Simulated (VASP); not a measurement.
A run of VASP 6.6.1 is set up as follows.

INCAR

```
ALGO     = Normal         # electronic algorithm
EDIFF    = 1E-6           # SCF threshold, eV
ENCUT    = 520            # plane-wave cutoff, eV
GGA      = PE             # functional
ISIF     = 2              # what is computed and relaxed
ISMEAR   = 0              # smearing method
LASPH    = True           # aspherical terms in the spheres
LCHARG   = False          # write CHGCAR
LREAL    = False          # projectors in reciprocal space
LWAVE    = False          # write WAVECAR
NBANDS   = 16             # bands
NELM     = 100            # most SCF steps
PREC     = Accurate       # precision mode
SIGMA    = 0.02           # smearing width, eV
```

File KPOINTS:

```
k-points
0
Gamma
  8 8 6
```

The input POSCAR:

```
AlN
1.0
    2.2180990087      2.2180990087      0.0000000000
   -2.2180990087      2.2180990087      0.0000000000
    0.0000000000      0.0000000000      4.2710789844
Al N
2 2
Direct
    0.0000000000      0.0000000000      0.0000000000
    0.5000000000      0.5000000000      0.5000000000
    0.5000000000      0.0000000000      0.2500000000
    0.0000000000      0.5000000000      0.7500000000
```

Potentials or basis: VASP PAW PBE potentials, release 64 (Al, N).

Command:

```bash
$ cat potpaw_PBE.64/Al/POTCAR potpaw_PBE.64/N/POTCAR > POTCAR
$ mpirun -np 1 vasp_std > vasp.out
```

(1) Estimate the band gap on the k mesh.

(2) What does it give for the pressure?

Results:

(1) 3.11 eV.

(2) 2.7 GPa.

Caveat: the cell differs from its parent crystal (uniaxial strain along c: -3.0 %).
